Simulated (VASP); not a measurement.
**SrCl2: single point with PBEsol**

SrCl2:

```xyz
3
Lattice="0.0000 3.4855 3.4855 3.4855 0.0000 3.4855 3.4855 3.4855 0.0000" Properties=species:S:1:pos:R:3 pbc="T T T"
Sr    0.0000    0.0293   -0.0077
Cl    1.7428    1.7065    1.7523
Cl    5.2283    5.1920    5.2378
```

This cell differs from its parent crystal: atoms displaced along a vibrational mode.

```json
{"Program": "VASP 6.6.1", "Task": "single point", "Functional": "PBEsol", "Potentials or basis": "VASP PAW PBE potentials, release 64 (Sr_sv, Cl)", "Cutoff": "520 eV", "k mesh": "6 × 6 × 6", "Occupations": "gaussian, width 0.05 eV", "Spin": "no spin polarisation", "Dipole correction": "no", "Further INCAR settings": "ALGO = Normal; EDIFF = 1e-06; NBANDS = 19"}
```

```
Pressure               : -0.8 GPa
Largest force          : 0.172 eV/Å
Band gap on the k mesh : 5.14 eV (least direct gap 5.36 eV)
```

Forces on the atoms (eV/Å):
```
Sr   0.000 -0.166  0.044
Cl  -0.006  0.083 -0.022
Cl   0.006  0.083 -0.022
```

Levels at points of the mesh, in eV from the valence-band top:
```csv
k point,band 8,band 9,band 10,band 11,band 12,band 13,band 14,band 15,band 16,band 17
"(0.00, 0.00, 0.00)",-2.18,-2.18,-0.35,-0.35,-0.35,5.14,5.97,5.99,8.81,8.81
"(0.50, 0.00, 0.00)",-1.61,-1.55,-1.35,-1.08,-1.08,6.60,6.61,7.39,7.74,8.57
"(0.00, 0.50, 0.00)",-1.61,-1.55,-1.35,-1.08,-1.08,6.60,6.61,7.34,7.79,8.57
"(0.50, 0.50, 0.00)",-1.92,-1.92,-0.43,-0.42,0.00,5.36,6.93,7.51,7.89,7.95
"(0.00, 0.50, 0.50)",-1.92,-1.92,-0.43,-0.42,0.00,5.36,6.93,7.51,7.89,7.95
"(0.50, 0.00, 0.50)",-1.92,-1.92,-0.42,-0.42,-0.01,5.36,6.94,7.51,7.94,7.95
```

Run time: 110 s on 1 thread of Oxide Virtual Turin-like Processor, with other jobs on the host, peak memory 0.26 GiB.

Caveat: the cell differs from its parent crystal (atoms displaced along a vibrational mode); the PAW data sets were made with another functional, which shifts forces and pressure a little. A k mesh can miss the band edges.
